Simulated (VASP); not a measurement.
# Ge2H: single point with PBE+D3(BJ)

Ge2H, a slab with vacuum:

```xyz
3
Lattice="4.0227 0.0000 0.0000 -2.0113 3.4838 0.0000 0.0000 0.0000 17.6843" Properties=species:S:1:pos:R:3 pbc="T T T"
Ge    0.0000    2.3225    4.6843
Ge    2.0113    1.1613    4.0000
H     4.0227    0.0000    7.9543
```

```
Program             : VASP 6.6.1
Task                : single point
Functional          : PBE
Dispersion          : D3(BJ)
Potentials or basis : VASP PAW PBE potentials, release 64 (Ge_d, H)
Cutoff              : 520 eV
k mesh              : 9 × 9 × 1
Occupations         : gaussian, width 0.1 eV
Spin                : collinear spin
Starting moments    : [0.0, 0.0, 1.0] μB
```

```yaml
Largest_force: 0.043 eV/Å
Band_gap_on_the_k_mesh: 0.02 eV
Net_moment: 1.00 μB per cell
Site_moments: Ge -0.00, +0.01; H +0.38 μB
Valence_electrons_inside_the_program's_atomic_spheres: Ge 12.33; H 0.38
Dispersion_energy_per_atom: -0.115 eV
```

Forces in eV/Å, atoms in the order of the input:
```
Ge   0.000  0.000  0.039
Ge   0.000  0.000  0.003
H    0.000  0.000 -0.043
```

Levels at points of the mesh, in eV from the valence-band top:
Spin up:
```
           k point  band 13  band 14  band 15  band 16  band 17  band 18
(0.00, 0.00, 0.00)    -3.13    -0.43    -0.43     0.62     2.56     3.92
```
Spin down:
```tsv
k point	band 12	band 13	band 14	band 15	band 16	band 17
(0.00, 0.00, 0.00)	-3.52	-0.43	-0.42	0.57	1.79	3.37
```

It took 2.8 min on 1 thread of Intel(R) Xeon(R) 6975P-C (Granite Rapids) (shared host), peak memory 0.49 GiB.
